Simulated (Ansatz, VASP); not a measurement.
## Li2ZrP2 in VASP and in Ansatz

```xyz
5
Lattice="-1.8006 1.8006 5.7060 1.8006 -1.8006 5.7060 1.8006 1.8006 -5.7060" Properties=species:S:1:pos:R:3 pbc="T T T"
Li    0.0000    1.8006    2.8530
Li    1.8006    0.0000    2.8530
Zr    0.0000    0.0000    0.0000
P     0.0000    0.0000    4.5157
P     0.0000    0.0000    6.8963
```

Alike in both runs: functional PBE; k mesh 6 × 6 × 6; occupations gaussian, width 0.1 eV; no spin polarisation.

Ansatz relaxed the structure, and its values are those at the end. VASP's run is a single point on that final structure, the one shown.

|  | VASP | Ansatz |
| --- | --- | --- |
| version | VASP 6.6.1 | Ansatz 0.2.0 |
| potentials or method | VASP PAW PBE potentials, release 64 (Li_sv, Zr_sv, P), cutoff 520 eV | scalar-relativistic, plane waves, PAW |
| valence electrons in the cell | 28 | 28 |

|  | VASP | Ansatz | Ansatz less VASP |
| --- | --- | --- | --- |
| gap on the k mesh at the Fermi level (eV) | none | none | - |
| rms of the force components (eV/Å) | 0.014 | 0.004 | -0.0106 |

A gap of «none» marks a metal or a gap that the smearing closes.

The k mesh is coarse, so the values compare programs but aren't converged. Noted on VASP's run: the cutoff is under 1.25 times that of the potentials, so the pressure is a little rough.
